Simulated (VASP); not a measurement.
# AlC3 (Fm-3m) in VASP: notebook

AlC3 is run at these levels: PBE; tasks: single point, relaxation of cell and atoms.

Program: VASP 6.6.1. These are calculated values, not measurements. Logs are shortened: lines on timing, memory, paths and dates and some standing lists are left out, and cuts for length are marked.

### 1 The cell of the first run

It takes space group Fm-3m (No. 225, cubic). The conventional cell has a = 5.098 Å, b = 5.098 Å, c = 5.098 Å, α = 90.00°, β = 90.00°, γ = 90.00°. Within 2.9 Å of Al (site symmetry m-3m) lie 14 C at 2.21 to 2.55 Å. C (site symmetry m-3m) has 8 C at 2.21 Å and 6 Al at 2.55 Å within 2.9 Å. Within 2.9 Å of C (site symmetry -43m) lie 4 Al at 2.21 Å and 10 C at 2.21 to 2.55 Å.

### 2 Single point, PBE

The input, INCAR:

```
SYSTEM = AlC3
  ALGO = Normal
  EDIFF = 1E-6
  ENCUT = 600
  GGA = PE
  GGA_COMPAT = .False.
  ISIF = 2
  ISMEAR = -1
  LASPH = .True.
  LCHARG = .True.
  LELF = .True.
  LREAL = .False.
  LVHAR = .True.
  LWAVE = .False.
  NBANDS = 16
  NELM = 120
  PREC = Accurate
  SIGMA = 0.05
```

The input, KPOINTS:

```
k-points
0
Gamma
  7 7 7
  0 0 0
```

The input, POSCAR:

```
AlC3
1.0
    0.0000000000      2.5487796574      2.5487796574
    2.5487796574      0.0000000000      2.5487796574
    2.5487796574      2.5487796574      0.0000000000
Al C
1 3
Direct
    0.0000000000      0.0000000000      0.0000000000
    0.5000000000      0.5000000000      0.5000000000
    0.2500000000      0.2500000000      0.2500000000
    0.7500000000      0.7500000000      0.7500000000
```

Potentials or basis: VASP PAW PBE potentials, release 64 (Al, C).

Run with:

```bash
> cat potpaw_PBE.64/Al/POTCAR potpaw_PBE.64/C/POTCAR > POTCAR
> mpirun -np 1 vasp_std > vasp.out
```

OUTCAR:

```text
SYSTEM = AlC3
   EDIFF = 1E-6
   ENCUT = 600
   GGA = PE
   ISIF = 2
   ISMEAR = -1
   LASPH = .True.
   LREAL = .False.
   NELM = 120
   PREC = Accurate

 ion  position               nearest neighbor table
   1  0.000  0.000  0.000-   4 2.21   4 2.21   4 2.21   3 2.21   4 2.21   3 2.21   3 2.21   3 2.21
                             2 2.55   2 2.55   2 2.55   2 2.55   2 2.55   2 2.55
   2  0.500  0.500  0.500-   1 2.55   1 2.55   1 2.55   1 2.55   1 2.55   1 2.55
   3  0.250  0.250  0.250-   1 2.21   1 2.21   1 2.21   1 2.21
   4  0.750  0.750  0.750-   1 2.21   1 2.21   1 2.21   1 2.21

  LATTYP: Found a face centered cubic cell.
 ALAT       =     5.0975593148

  Lattice vectors:

 A1 = (   0.0000000000,   2.5487796574,   2.5487796574)
 A2 = (   2.5487796574,   0.0000000000,   2.5487796574)
 A3 = (   2.5487796574,   2.5487796574,   0.0000000000)

Analysis of symmetry for initial positions (statically):
=====================================================================
 Subroutine PRICEL returns:
 Original cell was already a primitive cell.

 Routine SETGRP: Setting up the symmetry group for a
 face centered cubic supercell.

 Subroutine GETGRP returns: Found 48 space group operations
 (whereof 48 operations were pure point group operations)
 out of a pool of 48 trial point group operations.

The static configuration has the point symmetry O_h .

Analysis of symmetry for dynamics (positions and initial velocities):
=====================================================================
 Subroutine PRICEL returns:
 Original cell was already a primitive cell.

 Routine SETGRP: Setting up the symmetry group for a
 face centered cubic supercell.

 Subroutine GETGRP returns: Found 48 space group operations
 (whereof 48 operations were pure point group operations)
 out of a pool of 48 trial point group operations.

The dynamic configuration has the point symmetry O_h .

 Subroutine INISYM returns: Found 48 space group operations
 (whereof 48 operations are pure point group operations),
 and found     1 'primitive' translations

----------------------------------------------------------------------------------------

                                     Primitive cell

  volume of cell :      33.1152

  direct lattice vectors                    reciprocal lattice vectors
     0.000000000  2.548779657  2.548779657    -0.196172313  0.196172313  0.196172313
     2.548779657  0.000000000  2.548779657     0.196172313 -0.196172313  0.196172313
     2.548779657  2.548779657  0.000000000     0.196172313  0.196172313 -0.196172313

  length of vectors
     3.604518759  3.604518759  3.604518759     0.339780413  0.339780413  0.339780413

[... 84 lines left out ...]
   NFREE  =      0    steps in history (QN), initial steepest desc. (CG)
   ISIF   =      2    stress and relaxation
   ISYM   =      2    0-nonsym 1-usesym 2-fastsym
   POTIM  = 0.5000    time-step for ionic-motion
   TEBEG  =    0.0;   TEEND  =   0.0 temperature during run
   PSTRESS=    0.0 pullay stress
   NELECT =      15.0000    total number of electrons
   NUPDOWN=      -1.0000    fix difference up-down
   EMIN   =  10.00;   EMAX   =-10.00  energy-range for DOS
   EFERMI =   0.00;   METHOD = LEGACY
   ISMEAR =    -1;   SIGMA  =   0.05  broadening in eV -4-tet -1-fermi 0-gaus
   EFERMI_NEDOS =   21; number of points for ismear=-14 and -15
   IALGO  =     38    algorithm
   IMIX   =      4    mixing-type and parameters
     AMIX     =   0.40;   BMIX     =  1.00
     AMIX_MAG =   1.60;   BMIX_MAG =  1.00
  volume/ion in A,a.u.               =       8.28        55.87
  Fermi-wavevector in a.u.,A,eV,Ry     =   1.257273  2.375902 21.507214  1.580736
  Thomas-Fermi vector in A             =   2.390940
   LORBIT       =      0    0 simple, 1 ext, 2 COOP (PROOUT), +10 PAW based schemes
   GGA     = PE    functional components
   LHFCALC =     F    Hartree Fock is set to
   AEXX    =    0.0000 exact exchange contribution
   IVDW    =     0    specifies the selected vdW correction
   LEPSILON=     F    determine dielectric tensor
   LRPA    =     F    only Hartree local field effects (RPA)
 non-spin polarized calculation
  energy-cutoff  :      600.00
  volume of cell :       33.12
 maximum number of plane-waves:      1117
 NGX is ok and might be reduce to    30
   NGX = 15   NGY = 15   NGZ = 15

 number of electron      15.0000000 magnetization

 Free energy of the ion-electron system (eV)
  ---------------------------------------------------
  ext. energy  EPLUGINS =         0.00000000
  ---------------------------------------------------
  free energy    TOTEN  =       -19.92801801 eV

  energy without entropy =      -19.91121429  energy(sigma->0) =      -19.91961615

 E-fermi :   8.8590     XC(G=0): -12.2663

 val. band max:        8.7945064182   @ k =   0.4286   0.2857   0.1429
 cond. band min:       8.8903966136   @ k =  -0.2857   0.2857   0.0000
 fundamental gap:      0.0958901955
 Fermi energy:         8.8590396611

 k-point     1 :       0.0000    0.0000    0.0000
  band No.  band energies     occupation
      1      -8.3042      2.00000
      2       2.7705      2.00000
      3       4.8603      2.00000
      4       5.5593      2.00000
      5       5.5593      2.00000
      6       5.5593      2.00000
[... 357 lines left out ...]
      3      -2.1014      2.00000
      4       0.7190      2.00000
      5       4.8671      2.00000
      6       7.0062      2.00000
[... 8 lines left out ...]
     15      21.7202      0.00000
     16      21.8895      0.00000

------------------------ aborting loop because EDIFF is reached ----------------------------------------

  FORCE on cell =-STRESS in cart. coord.  units (eV):
  Direction    XX          YY          ZZ          XY          YZ          ZX
  --------------------------------------------------------------------------------------
  -------------------------------------------------------------------------------------
  Total        2.0379621      2.0379621      2.0379621      0.0000000      0.0000000      0.0000000
  in kB       98.6006578     98.6006578     98.6006578      0.0000000      0.0000000      0.0000000
  external PRESSURE =      98.6006578 kB  Pullay stress =       0.0000000 kB

 VOLUME and BASIS-vectors are now :
 -----------------------------------------------------------------------------
  energy-cutoff  :      600.00
  volume of cell :       33.12
      direct lattice vectors                 reciprocal lattice vectors
     0.000000000  2.548779657  2.548779657    -0.196172313  0.196172313  0.196172313
     2.548779657  0.000000000  2.548779657     0.196172313 -0.196172313  0.196172313
     2.548779657  2.548779657  0.000000000     0.196172313  0.196172313 -0.196172313

 POSITION                                       TOTAL-FORCE (eV/Angst)
 -----------------------------------------------------------------------------------
      0.00000      0.00000      0.00000        -0.000000      0.000000      0.000000
      2.54878      2.54878      2.54878        -0.000000      0.000000      0.000000
      1.27439      1.27439      1.27439        -0.000000     -0.000000     -0.000000
      3.82317      3.82317      3.82317         0.000000      0.000000      0.000000
 -----------------------------------------------------------------------------------
    total drift:                                0.000000     -0.000000      0.000000

  FREE ENERGIE OF THE ION-ELECTRON SYSTEM (eV)
  ---------------------------------------------------
  free  energy   TOTEN  =       -19.9280180132 eV

  energy  without entropy=      -19.9112142874  energy(sigma->0) =      -19.91961615
```

OSZICAR:

```text
N       E                     dE             d eps       ncg     rms          rms(c)
DAV:   1     0.280178053716E+02    0.28018E+02   -0.70892E+03   640   0.910E+02
DAV:   2    -0.186411078750E+02   -0.46659E+02   -0.41407E+02   880   0.155E+02
DAV:   3    -0.203812402050E+02   -0.17401E+01   -0.17291E+01   736   0.265E+01
DAV:   4    -0.203896129098E+02   -0.83727E-02   -0.83717E-02   864   0.230E+00
DAV:   5    -0.203896789795E+02   -0.66070E-04   -0.66069E-04   760   0.200E-01    0.408E+00
DAV:   6    -0.199909278372E+02    0.39875E+00   -0.76235E-01   704   0.628E+00    0.184E+00
DAV:   7    -0.199372382654E+02    0.53690E-01   -0.15690E-01   664   0.275E+00    0.103E+00
DAV:   8    -0.199289044235E+02    0.83338E-02   -0.28679E-02   784   0.105E+00    0.391E-01
DAV:   9    -0.199281290058E+02    0.77542E-03   -0.18052E-03   760   0.293E-01    0.102E-01
DAV:  10    -0.199280151727E+02    0.11383E-03   -0.25837E-04   840   0.117E-01    0.255E-02
DAV:  11    -0.199280176013E+02   -0.24287E-05   -0.18466E-05   736   0.292E-02    0.505E-03
DAV:  12    -0.199280180132E+02   -0.41191E-06   -0.26868E-07   432   0.408E-03
   1 F= -.19928018E+02 E0= -.19919616E+02  d E =-.168037E-01
```

Wall time 20 s (1 thread of Intel Xeon Platinum 8375C at 2.90GHz (Ice Lake), shared host); peak memory 0.16 GiB.

What came out:

```
Free energy            : -19.9280 eV
Pressure               : 9.9 GPa
Band gap on the k mesh : zero (an odd number of electrons rules out a gap without spin polarisation)
```

Caveat: the cell stands under pressure.

### 3 Single point, PBE

This run uses another cell than the first one, of 7.91 Å³/atom.

The input, INCAR:

```
SYSTEM = AlC3
ALGO     = Normal         ! electronic algorithm
EDIFF    = 1E-6           ! SCF threshold, eV
ENCUT    = 600            ! plane-wave cutoff, eV
GGA      = PE             ! functional
GGA_COMPAT= .False.      
ISIF     = 2              ! what is computed and relaxed
ISMEAR   = -1             ! smearing method
LASPH    = .True.         ! aspherical terms in the spheres
LCHARG   = .False.        ! write CHGCAR
LREAL    = .False.        ! projectors in reciprocal space
LWAVE    = .False.        ! write WAVECAR
NBANDS   = 16             ! bands
NELM     = 120            ! most SCF steps
PREC     = Accurate       ! precision mode
SIGMA    = 0.05           ! smearing width, eV
```

KPOINTS is that of step 2.

The input, POSCAR:

```
AlC3
1.0
    0.0000000000      2.5098311264      2.5098311264
    2.5098311264      0.0000000000      2.5098311264
    2.5098311264      2.5098311264      0.0000000000
Al C
1 3
Direct
    0.0000000000      0.0000000000      0.0000000000
    0.5000000000      0.5000000000      0.5000000000
    0.2500000000      0.2500000000      0.2500000000
    0.7500000000      0.7500000000      0.7500000000
```

Potentials or basis: VASP PAW PBE potentials, release 64 (Al, C).

Run with:

```bash
> cat potpaw_PBE.64/Al/POTCAR potpaw_PBE.64/C/POTCAR > POTCAR
> mpirun -np 1 vasp_std > vasp.out
```

It took 14 s on 1 thread of Intel Xeon Platinum 8375C at 2.90GHz (Ice Lake), shared host; peak memory 0.15 GiB.

The run converged. Its results:

- Free energy: -19.7896 eV
- Pressure: 19.8 GPa
- Band gap on the k mesh: zero (an odd number of electrons rules out a gap without spin polarisation)

Levels at points of the mesh, in eV from the Fermi level:
```tsv
k point	band 6	band 7	band 8	band 9	band 10	band 11
(0.00, 0.00, 0.00)	-3.55	-2.55	-2.55	-2.55	1.02	1.02
```

Caveat: the cell stands under pressure.

### 4 Single point, PBE

This run uses another cell than the first one, of 8.76 Å³/atom.

The input, INCAR:

```
ALGO = Normal
EDIFF = 1E-6
ENCUT = 600
GGA = PE
GGA_COMPAT = False
ISIF = 2
ISMEAR = -1
LASPH = True
LCHARG = False
LREAL = False
LWAVE = False
NBANDS = 16
NELM = 120
PREC = Accurate
SIGMA = 0.05
```

The input, KPOINTS:

```
k-points
0
Gamma
  7 7 7
```

The input, POSCAR:

```
AlC3
1.0
    0.0000000000      2.5972214476      2.5972214476
    2.5972214476      0.0000000000      2.5972214476
    2.5972214476      2.5972214476      0.0000000000
Al C
1 3
Direct
    0.0000000000      0.0000000000      0.0000000000
    0.5000000000      0.5000000000      0.5000000000
    0.2500000000      0.2500000000      0.2500000000
    0.7500000000      0.7500000000      0.7500000000
```

Run with:

```bash
> cat potpaw_PBE.64/Al/POTCAR potpaw_PBE.64/C/POTCAR > POTCAR
> mpirun -np 1 vasp_std > vasp.out
```

It took 19 s on 1 thread of Intel Xeon Platinum 8375C at 2.90GHz (Ice Lake), shared host; peak memory 0.16 GiB.

Results (log left out):

| Property | Result |
| --- | --- |
| Free energy | -19.9857 eV |
| Pressure | -0.1 GPa |
| Band gap on the k mesh | zero (an odd number of electrons rules out a gap without spin polarisation) |

Levels at points of the mesh, in eV from the Fermi level:
```
           k point  band 5  band 6  band 7  band 8  band 9  band 10  band 11  band 12
(0.00, 0.00, 0.00)   -3.01   -3.01   -2.12   -2.12   -2.12     1.01     1.01     1.01
```

### 5 Single point, PBE

This run uses another cell than the first one, of 8.50 Å³/atom.

The input, INCAR:

```
SYSTEM = AlC3
  ALGO = Normal
  EDIFF = 1E-6
  ENCUT = 600
  GGA = PE
  GGA_COMPAT = .False.
  ISIF = 2
  ISMEAR = -1
  LASPH = .True.
  LCHARG = .False.
  LREAL = .False.
  LWAVE = .False.
  NBANDS = 16
  NELM = 120
  PREC = Accurate
  SIGMA = 0.05
```

The input, KPOINTS:

```
k-points
0
Gamma
  7 7 7
  0 0 0
```

The input, POSCAR:

```
AlC3
1.0
    0.0000000000      2.5714384363      2.5714384363
    2.5714384363      0.0000000000      2.5714384363
    2.5714384363      2.5714384363      0.0000000000
Al C
1 3
Direct
    0.0000000000      0.0000000000      0.0000000000
    0.5000000000      0.5000000000      0.5000000000
    0.2500000000      0.2500000000      0.2500000000
    0.7500000000      0.7500000000      0.7500000000
```

Run with:

```bash
> cat potpaw_PBE.64/Al/POTCAR potpaw_PBE.64/C/POTCAR > POTCAR
> mpirun -np 1 vasp_std > vasp.out
```

Run time: 17 s. Hardware: 1 thread of Intel Xeon Platinum 8375C at 2.90GHz (Ice Lake), shared host; peak memory 0.16 GiB.

Results (log left out):

```
Free energy            : -19.9696 eV
Pressure               : 4.9 GPa
Band gap on the k mesh : zero (an odd number of electrons rules out a gap without spin polarisation)
```

Levels at points of the mesh, in eV from the Fermi level:
| k point | band 6 | band 7 | band 8 | band 9 | band 10 | band 11 |
| --- | --- | --- | --- | --- | --- | --- |
| (0.00, 0.00, 0.00) | -3.16 | -2.24 | -2.24 | -2.24 | 1.01 | 1.01 |

Caveat: the cell stands under pressure.

### 6 Relaxation of cell and atoms, PBE

This run uses another cell than the first one, of 8.24 Å³/atom.

The input, INCAR:

```
SYSTEM = AlC3
PREC = Accurate
ENCUT = 600
EDIFF = 1E-7
ISMEAR = -1
SIGMA = 0.05
LREAL = .False.
LASPH = .True.
NELM = 120
ALGO = Normal
ISIF = 3
LWAVE = .False.
LCHARG = .False.
GGA = PE
IBRION = 2
NSW = 80
EDIFFG = -0.03
GGA_COMPAT = .False.
NELMIN = 4
```

The input, KPOINTS:

```
regular mesh
0
Gamma
  7 7 7
  0 0 0
```

The input, POSCAR:

```
AlC3
1.0
    0.0000000000      2.5450000000      2.5450000000
    2.5450000000      0.0000000000      2.5450000000
    2.5450000000      2.5450000000      0.0000000000
Al C
1 3
Direct
    0.0000000000      0.0000000000      0.0000000000
    0.5000000000      0.5000000000      0.5000000000
    0.2500000000      0.2500000000      0.2500000000
    0.7500000000      0.7500000000      0.7500000000
```

Potentials or basis: VASP PAW PBE potentials, release 64 (Al, C).

Run with:

```bash
> cat potpaw_PBE.64/Al/POTCAR potpaw_PBE.64/C/POTCAR > POTCAR
> mpirun -np 1 vasp_std > vasp.out
```

Wall time 34 s (1 thread of Intel Xeon Platinum 8375C at 2.90GHz (Ice Lake), shared host); peak memory 0.16 GiB.

Results (log left out):

```
Free energy                           : -19.9839 eV
Relaxed volume                        : 8.75 Å³/atom
Relaxed cell                          : a = 3.672 Å, b = 3.672 Å, c = 3.672 Å, α = 60.00°, β = 60.00°, γ = 60.00°
Space group after relaxing (to 0.1 Å) : Fm-3m (No. 225)
Energy gained by relaxing             : 16.4 meV/atom
Ionic steps                           : 3
Pressure after relaxing               : 0.0 GPa
Band gap on the k mesh                : zero (an odd number of electrons rules out a gap without spin polarisation)
```

The path:
```
step  energy change (eV)  largest force (eV/Å)  pressure (GPa)  volume (Å³)
   1              0.0000                0.0000           10.75        32.97
   2             -0.0596                0.0000           -2.84        35.68
   3             -0.0655                0.0000            0.03        35.01
```

Final structure:
```
Al C
1.0
     0.00000    2.59662    2.59662
     2.59662    0.00000    2.59662
     2.59662    2.59662    0.00000
Al C
1 3
Cartesian
  0.0000 0.0000 0.0000
  2.5966 2.5966 2.5966
  1.2983 1.2983 1.2983
  3.8949 3.8949 3.8949
```

Levels at points of the mesh, in eV from the Fermi level:
| k point | band 5 | band 6 | band 7 | band 8 | band 9 | band 10 | band 11 |
| --- | --- | --- | --- | --- | --- | --- | --- |
| (0.00, 0.00, 0.00) | -3.02 | -3.02 | -2.12 | -2.12 | -2.12 | 1.01 | 1.01 |

### 7 Overview

```csv
task,cell,gap on the mesh (eV),pressure (GPa)
single point,"a = 3.605 Å, angles 60.0°, 4 atoms",none,9.9
single point,"a = 3.549 Å, angles 60.0°, 4 atoms",none,19.8
single point,"a = 3.673 Å, angles 60.0°, 4 atoms",none,-0.1
single point,"a = 3.637 Å, angles 60.0°, 4 atoms",none,4.9
relaxation of cell and atoms,"relaxed from a = 3.599 Å, angles 60.0°, 4 atoms",none,0.0
```

Alike in all rows: level PBE; potentials or basis VASP PAW PBE potentials, release 64 (Al, C); no spin polarisation; k mesh 7 × 7 × 7; cutoff (eV) 600; smearing fermi-dirac 0.05 eV.

Caveats: the cell stands under pressure (at least some runs).

Absolute energies hang on the potentials; compare differences alone.
